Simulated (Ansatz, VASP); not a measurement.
# CsPbBr3: VASP beside Ansatz

```
Pb Cs Br
1.0
     5.55708    0.00000    0.00000
     0.00000    5.55708    0.00000
     0.00000    0.00000    5.55708
Pb Cs Br
1 1 3
Direct
  0.50000 0.50000 0.50000
  0.00000 0.00000 0.00000
  0.00000 0.50000 0.50000
  0.50000 0.00000 0.50000
  0.50000 0.50000 0.00000
```

Alike in both runs: task single point; functional PBE; dispersion D4; k mesh 3 × 3 × 3; no spin polarisation.

|  | VASP | Ansatz |
| --- | --- | --- |
| version | VASP 6.6.1 | Ansatz 0.2.0 |
| potentials or method | VASP PAW PBE potentials, release 64 (Pb_d, Cs_sv, Br), cutoff 520 eV | PAW plane waves |
| occupations | fermi-dirac, width 0.1 eV | fermi-dirac |
| valence electrons in the cell | 44 | 44 |

|  | VASP | Ansatz | Ansatz less VASP |
| --- | --- | --- | --- |
| gap on the k mesh at the Fermi level (eV) | 3.93 | 3.92 | -0.003 |
| pressure (GPa) | 5.7 | 5.7 | 0.00 |

Spin-orbit coupling is off throughout.
